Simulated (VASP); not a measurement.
# LiF (Fm-3m) in VASP: a series of runs

Runs on LiF. Level: PBEsol. Tasks: single point.

Everything below comes from runs of VASP 6.6.1. Logs are shortened: lines on timing, memory, paths and dates and some standing lists are left out, and cuts for length are marked.

## 1. The cell of the first run

The structure is cubic, space group Fm-3m (No. 225). Conventional cell: a = 3.811 Å, b = 3.811 Å, c = 3.811 Å, α = 90.00°, β = 90.00°, γ = 90.00°. Li (site symmetry m-3m) has 6 F at 1.91 Å within 2.5 Å. Within 2.5 Å of F (site symmetry m-3m) lie 6 Li at 1.91 Å.

## 2. Single point, PBEsol

Contents of INCAR:

```
SYSTEM = LiF
ALGO = Normal
EDIFF = 1E-7
ENCUT = 520
GGA = PS
ISIF = 2
ISMEAR = 0
LASPH = .TRUE.
LCHARG = .TRUE.
LELF = .TRUE.
LREAL = .FALSE.
LVHAR = .TRUE.
LWAVE = .FALSE.
NBANDS = 12
NELM = 60
PREC = Accurate
SIGMA = 0.01
```

Contents of KPOINTS:

```
k-points
0
G
  10 10 10
  0 0 0
```

Contents of POSCAR:

```
LiF
1.0
    0.0000000000      1.9053142250      1.9053142250
    1.9053142250      0.0000000000      1.9053142250
    1.9053142250      1.9053142250      0.0000000000
Li F
1 1
Direct
    0.0000000000      0.0000000000      0.0000000000
    0.5000000000      0.5000000000      0.5000000000
```

Potentials or basis: VASP PAW PBE potentials, release 64 (Li_sv, F).

On the command line:

```
cat potpaw_PBE.64/Li_sv/POTCAR potpaw_PBE.64/F/POTCAR > POTCAR
mpirun -np 1 vasp_std > vasp.out
```

OUTCAR:

```text
SYSTEM = LiF
   EDIFF = 1E-7
   ENCUT = 520
   GGA = PS
   ISIF = 2
   ISMEAR = 0
   LASPH = .TRUE.
   LREAL = .FALSE.
   NELM = 60
   PREC = Accurate

 ion  position               nearest neighbor table
   1  0.000  0.000  0.000-   2 1.91   2 1.91   2 1.91   2 1.91   2 1.91   2 1.91
   2  0.500  0.500  0.500-   1 1.91   1 1.91   1 1.91   1 1.91   1 1.91   1 1.91

  LATTYP: Found a face centered cubic cell.
 ALAT       =     3.8106284500

  Lattice vectors:

 A1 = (   0.0000000000,   1.9053142250,   1.9053142250)
 A2 = (   1.9053142250,   0.0000000000,   1.9053142250)
 A3 = (   1.9053142250,   1.9053142250,   0.0000000000)

Analysis of symmetry for initial positions (statically):
=====================================================================
 Subroutine PRICEL returns:
 Original cell was already a primitive cell.

 Routine SETGRP: Setting up the symmetry group for a
 face centered cubic supercell.

 Subroutine GETGRP returns: Found 48 space group operations
 (whereof 48 operations were pure point group operations)
 out of a pool of 48 trial point group operations.

The static configuration has the point symmetry O_h .

Analysis of symmetry for dynamics (positions and initial velocities):
=====================================================================
 Subroutine PRICEL returns:
 Original cell was already a primitive cell.

 Routine SETGRP: Setting up the symmetry group for a
 face centered cubic supercell.

 Subroutine GETGRP returns: Found 48 space group operations
 (whereof 48 operations were pure point group operations)
 out of a pool of 48 trial point group operations.

The dynamic configuration has the point symmetry O_h .

 Subroutine INISYM returns: Found 48 space group operations
 (whereof 48 operations are pure point group operations),
 and found     1 'primitive' translations

----------------------------------------------------------------------------------------

                                     Primitive cell

  volume of cell :      13.8334

  direct lattice vectors                    reciprocal lattice vectors
     0.000000000  1.905314225  1.905314225    -0.262423905  0.262423905  0.262423905
     1.905314225  0.000000000  1.905314225     0.262423905 -0.262423905  0.262423905
     1.905314225  1.905314225  0.000000000     0.262423905  0.262423905 -0.262423905

  length of vectors
     2.694521218  2.694521218  2.694521218     0.454531537  0.454531537  0.454531537

  position of ions in fractional coordinates (direct lattice)
     0.000000000  0.000000000  0.000000000
     0.500000000  0.500000000  0.500000000

  ion indices of the primitive-cell ions
   primitive index   ion index
                 1           1
                 2           2

----------------------------------------------------------------------------------------

 KPOINTS: k-points

Automatic generation of k-mesh.
 Grid dimensions read from file:
 generate k-points for:   10   10   10

 Generating k-lattice:

  Cartesian coordinates                     Fractional coordinates (reciprocal lattice)
    -0.026242391  0.026242391  0.026242391     0.100000000  0.000000000  0.000000000
     0.026242391 -0.026242391  0.026242391     0.000000000  0.100000000  0.000000000
     0.026242391  0.026242391 -0.026242391     0.000000000  0.000000000  0.100000000

  Length of vectors
     0.045453154  0.045453154  0.045453154

  Shift w.r.t. Gamma in fractional coordinates (k-lattice)
     0.000000000  0.000000000  0.000000000

 Subroutine IBZKPT returns following result:
 ===========================================

 Found     47 irreducible k-points:

 Following reciprocal coordinates:
            Coordinates               Weight
  0.000000  0.000000  0.000000      1.000000
  0.100000  0.000000  0.000000      8.000000
  0.200000  0.000000  0.000000      8.000000
  0.300000  0.000000  0.000000      8.000000
  0.400000  0.000000  0.000000      8.000000
  0.500000  0.000000  0.000000      4.000000
[... 16 lines left out ...]
  0.300000  0.300000  0.000000      6.000000
  0.400000  0.300000  0.000000     24.000000
 [... further k-points ...]
   k-points           NKPTS =     47   k-points in BZ     NKDIM =     47   number of bands    NBANDS=     12
   number of dos      NEDOS =    301   number of ions     NIONS =      2
   total plane-waves  NPLWV =   8000
   dimension x,y,z NGX =    20 NGY =   20 NGZ =   20
   dimension x,y,z NGXF=    40 NGYF=   40 NGZF=   40
   ions per type =               1   1
   NGX,Y,Z   is equivalent  to a cutoff of  12.34, 12.34, 12.34 a.u.
   NGXF,Y,Z  is equivalent  to a cutoff of  24.68, 24.68, 24.68 a.u.
 SYSTEM =  LiF
   PREC   = accura    normal or accurate (medium, high low for compatibility)
   ISTART =      0    job   : 0-new  1-cont  2-samecut
   ICHARG =      2    charge: 1-file 2-atom 10-const
   ISPIN  =      1    spin polarized calculation?
   LNONCOLLINEAR =      F non collinear calculations
   LSORBIT =      F    spin-orbit coupling
   LASPH  =      T    aspherical Exc in radial PAW
   ENCUT  =  520.0 eV  38.22 Ry    6.18 a.u.   5.01  5.01  5.01*2*pi/ulx,y,z
   NELM   =     60;   NELMIN=  2; NELMDL= -5     # of ELM steps
   EDIFF  = 0.1E-06   stopping-criterion for ELM
   LREAL  =      F    real-space projection
   EDIFFG = 0.1E-05   stopping-criterion for IOM
   NSW    =      0    number of steps for IOM
   IBRION =     -1    ionic relax: 0-MD 1-quasi-New 2-CG
   NFREE  =      0    steps in history (QN), initial steepest desc. (CG)
   ISIF   =      2    stress and relaxation
   ISYM   =      2    0-nonsym 1-usesym 2-fastsym
   POTIM  = 0.5000    time-step for ionic-motion
   TEBEG  =    0.0;   TEEND  =   0.0 temperature during run
   PSTRESS=    0.0 pullay stress
   NELECT =      10.0000    total number of electrons
   NUPDOWN=      -1.0000    fix difference up-down
   EMIN   =  10.00;   EMAX   =-10.00  energy-range for DOS
   EFERMI =   0.00;   METHOD = LEGACY
   ISMEAR =     0;   SIGMA  =   0.01  broadening in eV -4-tet -1-fermi 0-gaus
   EFERMI_NEDOS =   21; number of points for ismear=-14 and -15
   IALGO  =     38    algorithm
   IMIX   =      4    mixing-type and parameters
     AMIX     =   0.40;   BMIX     =  1.00
     AMIX_MAG =   1.60;   BMIX_MAG =  1.00
  volume/ion in A,a.u.               =       6.92        46.68
  Fermi-wavevector in a.u.,A,eV,Ry     =   1.469259  2.776496 29.371177  2.158721
  Thomas-Fermi vector in A             =   2.584658
   LORBIT       =      0    0 simple, 1 ext, 2 COOP (PROOUT), +10 PAW based schemes
   GGA     = PS    functional components
   LHFCALC =     F    Hartree Fock is set to
   AEXX    =    0.0000 exact exchange contribution
   IVDW    =     0    specifies the selected vdW correction
   LEPSILON=     F    determine dielectric tensor
   LRPA    =     F    only Hartree local field effects (RPA)
 non-spin polarized calculation
 Gauss-broadening in eV      SIGMA  =   0.01
  energy-cutoff  :      520.00
  volume of cell :       13.83
 maximum number of plane-waves:       388
   NGX =  9   NGY =  9   NGZ =  9

 number of electron      10.0000000 magnetization

 number of electron       9.9999995 magnetization

 Free energy of the ion-electron system (eV)
  ---------------------------------------------------
  ext. energy  EPLUGINS =         0.00000000
  ---------------------------------------------------
  free energy    TOTEN  =        -9.75246566 eV

  energy without entropy =       -9.75246566  energy(sigma->0) =       -9.75246566

 E-fermi :   0.2334     XC(G=0): -11.0623

 val. band max:        0.0129005822   @ k =   0.0000   0.0000   0.0000
 cond. band min:      10.5622061556   @ k =   0.0000   0.0000   0.0000
 fundamental gap:     10.5493055734
 Fermi energy:         0.2333820074

 k-point     1 :       0.0000    0.0000    0.0000
  band No.  band energies     occupation
      1     -39.9264      2.00000
      2     -20.3519      2.00000
      3       0.0129      2.00000
      4       0.0129      2.00000
      5       0.0129      2.00000
      6      10.5622      0.00000
      7      25.7774      0.00000
      8      25.7775      0.00000
      9      25.7775      0.00000
     10      26.0071      0.00000
     11      26.0071      0.00000
     12      26.0071      0.00000

 k-point     2 :       0.1000    0.0000    0.0000
  band No.  band energies     occupation
      1     -39.9145      2.00000
      2     -20.3044      2.00000
      3      -0.3339      2.00000
      4      -0.0172      2.00000
      5      -0.0172      2.00000
      6      10.8409      0.00000
      7      22.6578      0.00000
      8      24.3888      0.00000
      9      24.3888      0.00000
     10      27.0849      0.00000
     11      27.0850      0.00000
     12      27.3529      0.00000

 k-point     3 :       0.2000    0.0000    0.0000
  band No.  band energies     occupation
      1     -39.8821      2.00000
      2     -20.1725      2.00000
      3      -1.1735      2.00000
      4      -0.0942      2.00000
      5      -0.0942      2.00000
      6      11.4020      0.00000
      7      20.0734      0.00000
      8      22.6997      0.00000
      9      22.6997      0.00000
     10      28.5085      0.00000
     11      28.5465      0.00000
     12      28.5466      0.00000

 k-point     4 :       0.3000    0.0000    0.0000
  band No.  band energies     occupation
      1     -39.8420      2.00000
      2     -19.9994      2.00000
      3      -2.1167      2.00000
      4      -0.1856      2.00000
      5      -0.1856      2.00000
      6      11.6966      0.00000
      7      18.7891      0.00000
      8      21.2727      0.00000
      9      21.2728      0.00000
     10      30.1373      0.00000
     11      30.5145      0.00000
     12      30.5145      0.00000

 k-point     5 :       0.4000    0.0000    0.0000
  band No.  band energies     occupation
      1     -39.8096      2.00000
      2     -19.8508      2.00000
      3      -2.8291      2.00000
      4      -0.2568      2.00000
      5      -0.2568      2.00000
      6      11.5826      0.00000
      7      18.5737      0.00000
      8      20.3506      0.00000
      9      20.3506      0.00000
     10      32.0359      0.00000
     11      32.6757      0.00000
     12      32.6758      0.00000
[... 228 lines left out ...]
      1     -39.8003      2.00000
      2     -19.7473      2.00000
      3      -2.4636      2.00000
      4      -1.4875      2.00000
      5      -0.3048      2.00000
      6      13.0160      0.00000
      7      17.0624      0.00000
      8      20.6999      0.00000
      9      21.3436      0.00000
     10      31.1504      0.00000
     11      31.3205      0.00000
     12      32.0606      0.00000

 k-point    22 :      -0.2000    0.2000    0.0000
  band No.  band energies     occupation
      1     -39.8297      2.00000
      2     -19.9142      2.00000
      3      -1.9350      2.00000
      4      -1.1266      2.00000
      5      -0.1298      2.00000
      6      12.5338      0.00000
      7      17.7112      0.00000
      8      21.3004      0.00000
      9      21.6542      0.00000
     10      29.0637      0.00000
     11      29.7983      0.00000
     12      32.8165      0.00000

 k-point    23 :       0.3000    0.3000    0.0000
  band No.  band energies     occupation
      1     -39.8191      2.00000
      2     -19.7885      2.00000
      3      -2.3636      2.00000
      4      -0.8500      2.00000
      5      -0.8500      2.00000
      6      13.7831      0.00000
      7      18.5820      0.00000
      8      20.6786      0.00000
      9      22.1284      0.00000
     10      22.1284      0.00000
     11      37.3235      0.00000
     12      38.3821      0.00000

 k-point    24 :       0.4000    0.3000    0.0000
  band No.  band energies     occupation
      1     -39.7954      2.00000
      2     -19.6293      2.00000
      3      -2.9186      2.00000
      4      -1.1210      2.00000
      5      -0.9765      2.00000
      6      14.5596      0.00000
      7      17.5453      0.00000
      8      20.2481      0.00000
      9      21.8734      0.00000
     10      22.9684      0.00000
     11      37.7903      0.00000
     12      37.8292      0.00000

 [... further k-points ...]
[... 5 lines left out ...]
  --------------------------------------------------------------------------------------
  -------------------------------------------------------------------------------------
  Total        1.3007333      1.3007333      1.3007333      0.0000000      0.0000000     -0.0000000
  in kB      150.6499577    150.6499577    150.6499577      0.0000000      0.0000000     -0.0000000
  external PRESSURE =     150.6499577 kB  Pullay stress =       0.0000000 kB

 VOLUME and BASIS-vectors are now :
 -----------------------------------------------------------------------------
  energy-cutoff  :      520.00
  volume of cell :       13.83
      direct lattice vectors                 reciprocal lattice vectors
     0.000000000  1.905314225  1.905314225    -0.262423905  0.262423905  0.262423905
     1.905314225  0.000000000  1.905314225     0.262423905 -0.262423905  0.262423905
     1.905314225  1.905314225  0.000000000     0.262423905  0.262423905 -0.262423905

 POSITION                                       TOTAL-FORCE (eV/Angst)
 -----------------------------------------------------------------------------------
      0.00000      0.00000      0.00000         0.000000      0.000000     -0.000000
      1.90531      1.90531      1.90531        -0.000000     -0.000000      0.000000
 -----------------------------------------------------------------------------------
    total drift:                                0.000000      0.000000      0.000000

  FREE ENERGIE OF THE ION-ELECTRON SYSTEM (eV)
  ---------------------------------------------------
  free  energy   TOTEN  =        -9.7524656631 eV

  energy  without entropy=       -9.7524656631  energy(sigma->0) =       -9.75246566
```

Wall time 7 s (1 thread of Intel Xeon Platinum 8375C at 2.90GHz (Ice Lake), shared host); peak memory 0.12 GiB.

What came out:

```
Free energy            : -9.7525 eV
Band gap on the k mesh : 10.55 eV, direct
```

Caveat: the cutoff is under 1.25 times the usual one of these potentials, so pressure, stress and relaxed cells hold a basis-set (Pulay) error; the PAW data sets were made with another functional, which shifts forces and pressure a little.

## 3. Single point, PBEsol

This run uses another cell than the first one, of 7.42 Å³/atom, 1.072 times its volume.

Contents of INCAR:

```
PREC     = Accurate       # precision mode
ENCUT    = 520            # plane-wave cutoff, eV
EDIFF    = 1E-6           # SCF threshold, eV
ISMEAR   = 0              # smearing method
SIGMA    = 0.01           # smearing width, eV
LREAL    = False          # projectors in reciprocal space
LASPH    = True           # aspherical terms in the spheres
NELM     = 100            # most SCF steps
ALGO     = Normal         # electronic algorithm
ISIF     = 2              # what is computed and relaxed
LWAVE    = False          # write WAVECAR
LCHARG   = False          # write CHGCAR
GGA      = PS             # functional
NBANDS   = 12             # bands
```

Contents of KPOINTS:

```
Automatic mesh
0
Gamma
  10 10 10
```

Contents of POSCAR:

```
LiF
1.0
    0.0000000000      1.9501741432      1.9501741432
    1.9501741432      0.0000000000      1.9501741432
    1.9501741432      1.9501741432      0.0000000000
Li F
1 1
Direct
    0.0000000000      0.0000000000      0.0000000000
    0.5000000000      0.5000000000      0.5000000000
```

Potentials or basis: VASP PAW PBE potentials, release 64 (Li_sv, F).

On the command line:

```
cat potpaw_PBE.64/Li_sv/POTCAR potpaw_PBE.64/F/POTCAR > POTCAR
mpirun -np 1 vasp_std > vasp.out
```

Run time: 7.4 s. Hardware: 1 thread of Intel Xeon Platinum 8375C at 2.90GHz (Ice Lake), shared host; peak memory 0.13 GiB.

It converged, with:

```
Free energy            : -9.8236 eV
Band gap on the k mesh : 9.82 eV, direct
```

Levels at points of the mesh, in eV from the valence-band top:
```csv
k point,band 2,band 3,band 4,band 5,band 6,band 7,band 8,band 9
"(0.00, 0.00, 0.00)",-20.15,0.00,0.00,0.00,9.82,25.06,25.06,25.06
"(0.50, 0.00, 0.00)",-19.63,-2.87,-0.27,-0.27,11.07,17.73,19.49,19.49
"(0.50, 0.50, 0.00)",-19.28,-3.51,-1.17,-1.17,15.56,16.63,18.54,21.23
```

Caveat: the cutoff is under 1.25 times the usual one of these potentials, so pressure, stress and relaxed cells hold a basis-set (Pulay) error; the PAW data sets were made with another functional, which shifts forces and pressure a little. A k mesh can miss the band edges.
